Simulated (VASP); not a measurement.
Set up this calculation in VASP 6.6.1, as the native input.

* Task: single point
* Functional: PBE
* Potentials or basis: VASP PAW PBE potentials, release 64 (Li_sv, B, Pt)
* Cutoff: 520 eV
* k mesh: 14 × 14 × 12
* Occupations: gaussian, width 0.1 eV
* Spin: no spin polarisation
* Dipole correction: no
* Further INCAR settings: ALGO = Fast; EDIFF = 1e-06; NBANDS = 15

The structure of LiBPt lies in POSCAR:

```
LiBPt
1.0
    3.5581994832      0.0000000000      0.0000000000
    0.0000000000      3.5581994832      0.0000000000
    0.0000000000      0.0000000000      4.0108980239
Li B Pt
1 1 1
Direct
    0.0000000000      0.0000000000      0.0000000000
    0.5000000000      0.5000000000      0.5000000000
    0.5000000000      0.5000000000      0.0000000000
```

The cell was built from a structure type or drawn by symmetry, and may not be a known phase.

One way to write it, as run:

INCAR

```
SYSTEM = LiBPt
ALGO     = Fast           ! electronic algorithm
EDIFF    = 1E-6           ! SCF threshold, eV
ENCUT    = 520            ! plane-wave cutoff, eV
GGA      = PE             ! functional
ISIF     = 2              ! what is computed and relaxed
ISMEAR   = 0              ! smearing method
LASPH    = .TRUE.         ! aspherical terms in the spheres
LCHARG   = .FALSE.        ! write CHGCAR
LREAL    = .FALSE.        ! projectors in reciprocal space
LWAVE    = .FALSE.        ! write WAVECAR
NBANDS   = 15             ! bands
NELM     = 100            ! most SCF steps
PREC     = Accurate       ! precision mode
SIGMA    = 0.1            ! smearing width, eV
```

KPOINTS

```
k-points
0
G
  14 14 12
  0 0 0
```

Potentials or basis: VASP PAW PBE potentials, release 64 (Li_sv, B, Pt).

Run with:

```sh
$ cat potpaw_PBE.64/Li_sv/POTCAR potpaw_PBE.64/B/POTCAR potpaw_PBE.64/Pt/POTCAR > POTCAR
$ mpirun -np 1 vasp_std > vasp.out
```

Results of the run:

* Band gap on the k mesh: zero (bands 8 and 9 overlap by 1.11 eV)

Caveat: spin-orbit coupling is left out, which moves the levels of the heavy elements.

Run time: 75 s on 1 thread of Intel(R) Xeon(R) 6975P-C (Granite Rapids), with other jobs on the host, peak memory 0.32 GiB.
